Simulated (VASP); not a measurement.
## MoS2: single point with PBEsol

The system is MoS2.

```
Mo S
1.0
     3.23590    0.00000    0.00000
    -1.61795    2.80237    0.00000
     0.00000    0.00000   12.57026
Mo S
2 4
Direct
  0.33333 0.66667 0.25000
  0.66667 0.33333 0.75000
  0.33333 0.66667 0.62599
  0.66667 0.33333 0.12599
  0.33333 0.66667 0.87401
  0.66667 0.33333 0.37401
```

```json
{"Program": "VASP 6.6.1", "Task": "single point", "Functional": "PBEsol", "Potentials or basis": "VASP PAW PBE potentials, release 64 (Mo_sv, S)", "Cutoff": "520 eV", "k mesh": "12 × 12 × 2", "Occupations": "methfessel-paxton, width 0.116 eV", "Spin": "no spin polarisation"}
```

| Property | Result |
| --- | --- |
| Pressure | -7.7 GPa |
| Largest force | 0.557 eV/Å |
| Band gap on the k mesh | 0.81 eV, indirect (least direct gap 1.47 eV) |

Forces in eV/Å, atoms in the order of the input:
```
Mo   0.000  0.000  0.000
Mo   0.000  0.000  0.000
S    0.000  0.000  0.557
S    0.000  0.000  0.557
S    0.000  0.000 -0.557
S    0.000  0.000 -0.557
```

Stress tensor (GPa, compression positive):
```
-9.02  0.00  0.00
 0.00 -9.02  0.00
 0.00  0.00 -5.04
```

Levels at points of the mesh, in eV from the valence-band top:
```tsv
k point	band 22	band 23	band 24	band 25	band 26	band 27	band 28	band 29	band 30	band 31
(0.00, 0.00, 0.00)	-2.22	-2.22	-1.20	-0.95	0.00	1.94	1.94	1.96	1.96	2.15
(0.50, 0.00, 0.00)	-2.36	-1.83	-1.67	-1.37	-1.25	1.38	1.41	1.81	1.99	2.73
(0.00, 0.00, 0.50)	-2.24	-2.24	-2.24	-0.24	-0.24	1.94	1.94	1.94	1.94	2.22
(0.50, 0.00, 0.50)	-2.48	-1.75	-1.75	-1.30	-1.30	1.39	1.39	1.91	1.91	3.06
```

It took 50 s on 1 thread of Intel(R) Xeon(R) 6975P-C (Granite Rapids), on a shared host, peak memory 0.29 GiB.

Caveat: the PAW data sets were made with another functional, which shifts forces and pressure a little; this functional lacks dispersion, which binds the layers, so the pressure and a relaxed spacing across them are unreliable. A k mesh can miss the band edges.
